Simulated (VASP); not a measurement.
Here is a VASP 6.6.1 calculation.

POSCAR

```
Ta2N
1.0
    3.1128615060      0.0000000000      0.0000000000
   -1.5564307530      2.6958171426      0.0000000000
    0.0000000000      0.0000000000      4.8698410000
Ta N
2 1
Direct
    0.3333333333      0.6666666667      0.2547110000
    0.6666666667      0.3333333333      0.7452890000
    0.0000000000      0.0000000000      0.0000000000
```

File INCAR.step1:

```
ALGO = Normal ; EDIFF = 1E-5
ENCUT = 520 ; GGA = PE
ISIF = 2 ; ISMEAR = -1
LASPH = True ; LCHARG = False
LREAL = False ; LWAVE = True
NBANDS = 20 ; NELM = 60
PREC = Accurate ; SIGMA = 0.05
```

The input INCAR.step2:

```
AEXX = 0.5 ; ALGO = Normal
EDIFF = 1E-6 ; ENCUT = 520
ISIF = 2 ; ISMEAR = -1
ISTART = 1 ; LASPH = True
LCHARG = False ; LHFCALC = True
LMIXTAU = True ; LREAL = False
LWAVE = False ; METAGGA = R2SCAN
NBANDS = 20 ; NELM = 60
PREC = Accurate ; PRECFOCK = Normal
SIGMA = 0.05
```

KPOINTS

```
k-points
0
Gamma
  5 5 3
```

Potentials or basis: VASP PAW PBE potentials, release 64 (Ta_pv, N).

Launch:

```bash
$ cat potpaw_PBE.64/Ta_pv/POTCAR potpaw_PBE.64/N/POTCAR > POTCAR
$ cp INCAR.step1 INCAR
$ mpirun -np 1 vasp_std > vasp.out
$ cp INCAR.step2 INCAR
$ mpirun -np 1 vasp_std > vasp.out
```

**Question.** Estimate the largest force.

**Answer.** 1.015 eV/Å.

**Question.** Predict the band gap on the k mesh.

**Answer.** Zero (an odd number of electrons rules out a gap without spin polarisation).

Stress tensor (GPa, compression positive):
```
-18.64   0.00   0.00
  0.00 -18.64   0.00
  0.00   0.00  -8.98
```

Caveat: the k points lie up to 0.47 Å⁻¹ apart, too coarse for converged energies and pressures of a metal; the PAW data sets were made with another functional, which shifts forces and pressure a little; spin-orbit coupling is left out, which moves the levels of the heavy elements.
